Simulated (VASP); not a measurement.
Write the native input for VASP 6.6.1 that does the following.

```
Task                   : single point
Functional             : PBE
Potentials or basis    : VASP PAW PBE potentials, release 64 (Al, Ga_d, Sb)
Cutoff                 : 520 eV
k mesh                 : 6 × 6 × 2
Occupations            : gaussian, width 0.1 eV
Spin                   : no spin polarisation
Dipole correction      : no
Further INCAR settings : ALGO = Normal; EDIFF = 1e-07; NBANDS = 31
```

The structure of AlGa2Sb3 lies in POSCAR:

```
AlGa2Sb3
1.0
    4.3888351900      0.0000000000      0.0000000000
   -2.1944175900      3.8008427600      0.0000000000
    0.0000000000      0.0000000000      8.2023067200
Al Ga Sb
1 2 3
Direct
    0.0000000000      0.0000000000      0.0000000000
    0.6666666700      0.3333333300      0.2480740000
    0.6666666700      0.3333333300      0.7519260000
    0.0000000000      0.0000000000      0.5000000000
    0.3333333300      0.6666666700      0.0000000000
    0.3333333300      0.6666666700      0.5000000000
```

The cell was generated, and may not be a known phase.

The input as run:

INCAR

```
ALGO = Normal ; EDIFF = 1E-7
ENCUT = 520 ; GGA = PE
ISIF = 2 ; ISMEAR = 0
LASPH = T ; LCHARG = T
LELF = T ; LREAL = F
LVHAR = T ; LWAVE = F
NBANDS = 31 ; NELM = 80
PREC = Accurate ; SIGMA = 0.1
```

KPOINTS

```
k-points
0
Gamma
  6 6 2
```

Potentials or basis: VASP PAW PBE potentials, release 64 (Al, Ga_d, Sb).

Launch:

```bash
$ cat potpaw_PBE.64/Al/POTCAR potpaw_PBE.64/Ga_d/POTCAR potpaw_PBE.64/Sb/POTCAR > POTCAR
$ mpirun -np 1 vasp_std > vasp.out
```

Results of the run:

```json
{
  "Pressure": "18.4 GPa",
  "Largest force": "0.078 eV/Å",
  "Band gap on the k mesh": "zero (bands 22 and 23 overlap by 1.21 eV)"
}
```

Caveat: the k points lie up to 0.38 Å⁻¹ apart, too coarse for converged energies and pressures of a metal; spin-orbit coupling is left out, which moves the levels of the heavy elements.

Run time: 43 s on 1 thread of AMD EPYC 9R45 (Zen 5), on a shared host, peak memory 0.26 GiB.
